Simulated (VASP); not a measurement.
# Ba (I4/mmm) in VASP: single point with PBE

Aim: the single point of Ba with PBE.

Program: VASP 6.6.1. These are calculated values, not measurements. Logs are shortened: lines on timing, memory, paths and dates and some standing lists are left out, and cuts for length are marked.

## 1. The cell of the first run

Symmetry: I4/mmm, No. 139, tetragonal system. The conventional cell has a = 5.029 Å, b = 5.029 Å, c = 5.016 Å, α = 90.00°, β = 90.00°, γ = 90.00°. Ba (site symmetry 4/mmm) has 14 Ba at 4.35 to 5.03 Å within 5.7 Å.

## 2. Single point, PBE

Input file INCAR:

```
SYSTEM = Ba
  PREC = Accurate
  ENCUT = 520
  EDIFF = 1E-6
  ISMEAR = 0
  SIGMA = 0.1
  LREAL = .False.
  LASPH = .True.
  NELM = 80
  ALGO = Normal
  ISIF = 2
  LWAVE = .False.
  LCHARG = .False.
  GGA = PE
  NBANDS = 11
```

Input file KPOINTS:

```
regular mesh
0
Gamma
  12 12 12
  0 0 0
```

Input file POSCAR:

```
Ba
1.0
   -2.5146430348      2.5146430348      2.5080754738
    2.5146430348     -2.5146430348      2.5080754738
    2.5146430348      2.5146430348     -2.5080754738
Ba
1
Direct
    0.0000000000      0.0000000000      0.0000000000
```

Potentials or basis: VASP PAW PBE potentials, release 64 (Ba_sv).

Run with:

```sh
cat potpaw_PBE.64/Ba_sv/POTCAR > POTCAR
mpirun -np 1 vasp_std > vasp.out
```

OUTCAR:

```text
SYSTEM = Ba
   PREC = Accurate
   ENCUT = 520
   EDIFF = 1E-6
   ISMEAR = 0
   LREAL = .False.
   LASPH = .True.
   NELM = 80
   ISIF = 2
   GGA = PE

 ion  position               nearest neighbor table
   1  0.000  0.000  0.000-

  LATTYP: Found a body centered tetragonal cell.
 ALAT       =     5.0292860696
 C/A-ratio  =     0.9973882730

  Lattice vectors:

 A1 = (  -2.5146430348,   2.5146430348,   2.5080754738)
 A2 = (   2.5146430348,  -2.5146430348,   2.5080754738)
 A3 = (   2.5146430348,   2.5146430348,  -2.5080754738)

Analysis of symmetry for initial positions (statically):
=====================================================================
 Subroutine PRICEL returns:
 Original cell was already a primitive cell.

 Routine SETGRP: Setting up the symmetry group for a
 body centered tetragonal supercell.

 Subroutine GETGRP returns: Found 16 space group operations
 (whereof 16 operations were pure point group operations)
 out of a pool of 16 trial point group operations.

The static configuration has the point symmetry D_4h.

Analysis of symmetry for dynamics (positions and initial velocities):
=====================================================================
 Subroutine PRICEL returns:
 Original cell was already a primitive cell.

 Routine SETGRP: Setting up the symmetry group for a
 body centered tetragonal supercell.

 Subroutine GETGRP returns: Found 16 space group operations
 (whereof 16 operations were pure point group operations)
 out of a pool of 16 trial point group operations.

The dynamic configuration has the point symmetry D_4h.

 Subroutine INISYM returns: Found 16 space group operations
 (whereof 16 operations are pure point group operations),
 and found     1 'primitive' translations

----------------------------------------------------------------------------------------

                                     Primitive cell

  volume of cell :      63.4386

  direct lattice vectors                    reciprocal lattice vectors
    -2.514643035  2.514643035  2.508075474     0.000000000  0.198835379  0.199356042
     2.514643035 -2.514643035  2.508075474     0.198835379  0.000000000  0.199356042
     2.514643035  2.514643035 -2.508075474     0.198835379  0.198835379  0.000000000

  length of vectors
     4.351701020  4.351701020  4.351701020     0.281564095  0.281564095  0.281195689

  position of ions in fractional coordinates (direct lattice)
     0.000000000  0.000000000  0.000000000

[... 74 lines left out ...]
   NELM   =     80;   NELMIN=  2; NELMDL= -5     # of ELM steps
   EDIFF  = 0.1E-05   stopping-criterion for ELM
   LREAL  =      F    real-space projection
[... 7 lines left out ...]
   TEBEG  =    0.0;   TEEND  =   0.0 temperature during run
   PSTRESS=    0.0 pullay stress
   NELECT =      10.0000    total number of electrons
   NUPDOWN=      -1.0000    fix difference up-down
   EMIN   =  10.00;   EMAX   =-10.00  energy-range for DOS
   EFERMI =   0.00;   METHOD = LEGACY
   ISMEAR =     0;   SIGMA  =   0.10  broadening in eV -4-tet -1-fermi 0-gaus
   EFERMI_NEDOS =   21; number of points for ismear=-14 and -15
   IALGO  =     38    algorithm
   IMIX   =      4    mixing-type and parameters
     AMIX     =   0.40;   BMIX     =  1.00
     AMIX_MAG =   1.60;   BMIX_MAG =  1.00
  volume/ion in A,a.u.               =      63.44       428.10
  Fermi-wavevector in a.u.,A,eV,Ry     =   0.884349  1.671177 10.640754  0.782073
  Thomas-Fermi vector in A             =   2.005237
   LORBIT       =      0    0 simple, 1 ext, 2 COOP (PROOUT), +10 PAW based schemes
   GGA     = PE    functional components
   LHFCALC =     F    Hartree Fock is set to
   AEXX    =    0.0000 exact exchange contribution
   IVDW    =     0    specifies the selected vdW correction
   LEPSILON=     F    determine dielectric tensor
   LRPA    =     F    only Hartree local field effects (RPA)
 non-spin polarized calculation
 Gauss-broadening in eV      SIGMA  =   0.10
  energy-cutoff  :      520.00
  volume of cell :       63.44
 maximum number of plane-waves:      1730
   NGX = 17   NGY = 17   NGZ = 17

 number of electron      10.0000000 magnetization

 Free energy of the ion-electron system (eV)
  ---------------------------------------------------
  ext. energy  EPLUGINS =         0.00000000
  ---------------------------------------------------
  free energy    TOTEN  =        -1.91092020 eV

  energy without entropy =       -1.90465809  energy(sigma->0) =       -1.90778914

 E-fermi :   1.6203     XC(G=0):  -7.3869

 val. band max:        1.6060366075   @ k =  -0.3333   0.5000   0.2500
 cond. band min:       1.6521181631   @ k =  -0.3333  -0.4167   0.1667
 fundamental gap:      0.0460815556
 Fermi energy:         1.6203247216

 k-point     1 :       0.0000    0.0000    0.0000
  band No.  band energies     occupation
      1     -27.2732      2.00000
      2     -12.2265      2.00000
      3     -12.2265      2.00000
      4     -12.2264      2.00000
      5      -1.1236      2.00000
      6       3.4359      0.00000
      7       3.4514      0.00000
      8       3.4514      0.00000
      9       4.8265      0.00000
     10       4.8494      0.00000
     11       8.5315      0.00000
[... 309 lines left out ...]
 k-point    24 :      -0.4167    0.1667    0.0000
  band No.  band energies     occupation
      1     -27.2379      2.00000
      2     -12.5708      2.00000
      3     -12.3590      2.00000
      4     -12.2608      2.00000
      5       0.7033      2.00000
      6       2.2977      0.00000
      7       2.5607      0.00000
      8       4.5187      0.00000
      9       5.2972      0.00000
     10       5.7943      0.00000
     11       8.1753      0.00000

 [... further k-points ...]

------------------------ aborting loop because EDIFF is reached ----------------------------------------

  FORCE on cell =-STRESS in cart. coord.  units (eV):
  Direction    XX          YY          ZZ          XY          YZ          ZX
  --------------------------------------------------------------------------------------
  -------------------------------------------------------------------------------------
  Total        0.0087632      0.0087632      0.0134785      0.0000000      0.0000000      0.0000000
  in kB        0.2213205      0.2213205      0.3404073      0.0000000      0.0000000      0.0000000
  external PRESSURE =       0.2610161 kB  Pullay stress =       0.0000000 kB

 VOLUME and BASIS-vectors are now :
 -----------------------------------------------------------------------------
  energy-cutoff  :      520.00
  volume of cell :       63.44
      direct lattice vectors                 reciprocal lattice vectors
    -2.514643035  2.514643035  2.508075474     0.000000000  0.198835379  0.199356042
     2.514643035 -2.514643035  2.508075474     0.198835379  0.000000000  0.199356042
     2.514643035  2.514643035 -2.508075474     0.198835379  0.198835379  0.000000000

 POSITION                                       TOTAL-FORCE (eV/Angst)
 -----------------------------------------------------------------------------------
      0.00000      0.00000      0.00000         0.000000      0.000000     -0.000000
 -----------------------------------------------------------------------------------
    total drift:                                0.000000      0.000000     -0.000000

  FREE ENERGIE OF THE ION-ELECTRON SYSTEM (eV)
  ---------------------------------------------------
  free  energy   TOTEN  =        -1.9109202007 eV

  energy  without entropy=       -1.9046580880  energy(sigma->0) =       -1.90778914
```

OSZICAR:

```text
N       E                     dE             d eps       ncg     rms          rms(c)
DAV:   1     0.550506902763E+02    0.55051E+02   -0.42633E+03  3586   0.748E+02
DAV:   2     0.787860159455E+00   -0.54263E+02   -0.52809E+02  4285   0.137E+02
DAV:   3    -0.183153043880E+01   -0.26194E+01   -0.26039E+01  4616   0.313E+01
DAV:   4    -0.190817238689E+01   -0.76642E-01   -0.76519E-01  4660   0.493E+00
DAV:   5    -0.191033080283E+01   -0.21584E-02   -0.21582E-02  4914   0.639E-01    0.161E+00
DAV:   6    -0.191014401991E+01    0.18678E-03   -0.33087E-03  4327   0.536E-01    0.958E-01
DAV:   7    -0.191072117047E+01   -0.57715E-03   -0.65629E-03  4163   0.855E-01    0.435E-02
DAV:   8    -0.191091001124E+01   -0.18884E-03   -0.33947E-04  5513   0.108E-01    0.303E-02
DAV:   9    -0.191091864943E+01   -0.86382E-05   -0.68318E-06  4364   0.233E-02    0.636E-03
DAV:  10    -0.191092025153E+01   -0.16021E-05   -0.45744E-06  4337   0.138E-02    0.166E-03
DAV:  11    -0.191092020068E+01    0.50850E-07   -0.58673E-07  2414   0.684E-03
   1 F= -.19109202E+01 E0= -.19077891E+01  d E =-.626211E-02
```

stdout:

```text
POSCAR found type information on POSCAR Ba
 POSCAR found :  1 types and       1 ions
 scaLAPACK will be used
 LDA part: xc-table for (Slater+PW92), standard interpolation
 POSCAR, INCAR and KPOINTS ok, starting setup
 FFT: planning ... GRIDC
 FFT: planning ... GRID_SOFT
 FFT: planning ... GRID
 WAVECAR not read
 entering main loop
```

Run time: 31 s. Hardware: 1 thread of AMD EPYC 9R45 (Zen 5), shared host; peak memory 0.22 GiB.

Results:

- Free energy: -1.9109 eV
- Pressure: 0.0 GPa
- Band gap on the k mesh: zero (bands 5 and 6 overlap by 1.05 eV)

Levels at points of the mesh, in eV from the Fermi level:
```
           k point  band 2  band 3  band 4  band 5  band 6  band 7  band 8  band 9
(0.00, 0.00, 0.00)  -13.85  -13.85  -13.85   -2.74    1.82    1.83    1.83    3.21
(0.50, 0.00, 0.00)  -14.30  -13.99  -13.85   -0.88    0.69    1.23    3.19    3.76
(0.50, 0.50, 0.00)  -14.30  -13.99  -13.85   -0.88    0.71    1.23    3.17    3.75
(0.50, 0.50, 0.50)  -14.16  -14.16  -14.16   -0.53   -0.53    4.32    4.32    4.35
```

Caveat: spin-orbit coupling is left out, which moves the levels of the heavy elements.

The gap in the log of VASP goes by the Fermi energy; the results here count the filled bands.